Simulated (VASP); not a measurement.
Input of a VASP 6.6.1 run:

File INCAR:

```
  PREC = Accurate
  ENCUT = 500
  EDIFF = 1E-6
  ISMEAR = -1
  SIGMA = 0.1
  LREAL = False
  LASPH = True
  NELM = 120
  ALGO = Normal
  ISIF = 2
  LWAVE = False
  LCHARG = False
  GGA = CA
  NBANDS = 10
  GGA_COMPAT = False
```

Contents of KPOINTS:

```
Automatic mesh
0
Gamma
  10 10 10
```

The input POSCAR:

```
Cs
1.0
   -2.8617954356      2.8617954356      2.8617954356
    2.8617954356     -2.8617954356      2.8617954356
    2.8617954356      2.8617954356     -2.8617954356
Cs
1
Direct
    0.0000000000      0.0000000000      0.0000000000
```

Potentials or basis: VASP PAW LDA potentials, release 64 (Cs_sv).

Launch:

```sh
$ cat potpaw_LDA.64/Cs_sv/POTCAR > POTCAR
$ mpirun -np 1 vasp_std > vasp.out
```

Task: What does it give for the band gap on the k mesh?

Result: Zero (an odd number of electrons rules out a gap without spin polarisation).

Task: Estimate the pressure.

Result: 0.0 GPa.

Caveat: spin-orbit coupling is left out, which moves the levels of the heavy elements.
